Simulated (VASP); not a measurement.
## Si: single point with PBEsol

Si:

```xyz
4
Lattice="-2.9900 2.9900 1.9187 2.9900 -2.9900 1.9187 2.9900 2.9900 -1.9187" Properties=species:S:1:pos:R:3 pbc="T T T"
Si    1.0688    1.0688    0.0000
Si    1.9212    1.9212    1.9187
Si    1.9212   -1.9212    1.9187
Si   -1.9212    1.9212    1.9187
```

```yaml
Program: VASP 6.6.1
Task: single point
Functional: PBEsol
Potentials_or_basis: VASP PAW PBE potentials, release 64 (Si)
Cutoff: 520 eV
k_mesh: 10 × 10 × 10
Occupations: gaussian, width 0.03 eV
Spin: no spin polarisation
```

| Quantity | Value |
| --- | --- |
| Pressure | 28.4 GPa |
| Largest force | 3.080 eV/Å |
| Band gap on the k mesh | zero (bands 8 and 9 overlap by 0.85 eV) |

Forces in eV/Å, atoms in the order of the input:
```
Si   2.178  2.178  0.000
Si  -2.178 -2.178  0.000
Si  -2.178  2.178  0.000
Si   2.178 -2.178  0.000
```

Stress tensor (GPa, compression positive):
```
37.45  0.00  0.00
 0.00 37.45  0.00
 0.00  0.00 10.41
```

Levels at points of the mesh, in eV from the Fermi level:
| k point | band 5 | band 6 | band 7 | band 8 | band 9 | band 10 | band 11 | band 12 |
| --- | --- | --- | --- | --- | --- | --- | --- | --- |
| (0.00, 0.00, 0.00) | -4.57 | -1.94 | -1.94 | -0.70 | 0.36 | 1.78 | 1.78 | 2.97 |
| (0.50, 0.00, 0.00) | -5.10 | -4.10 | -2.77 | -0.89 | 0.82 | 3.40 | 3.43 | 3.71 |
| (0.50, 0.50, 0.00) | -3.06 | -2.89 | -2.25 | -1.47 | 1.05 | 1.29 | 2.40 | 4.38 |
| (0.50, 0.50, 0.50) | -4.17 | -0.82 | 0.02 | 0.55 | 0.55 | 4.32 | 4.32 | 4.34 |

Run time: 83 s on 1 thread of AMD EPYC 9R45 96-Core Processor (Zen 5) (shared host), peak memory 0.21 GiB.

Caveat: the stress differs along the axes, from 10 to 37 GPa; the PAW data sets were made with another functional, which shifts forces and pressure a little.
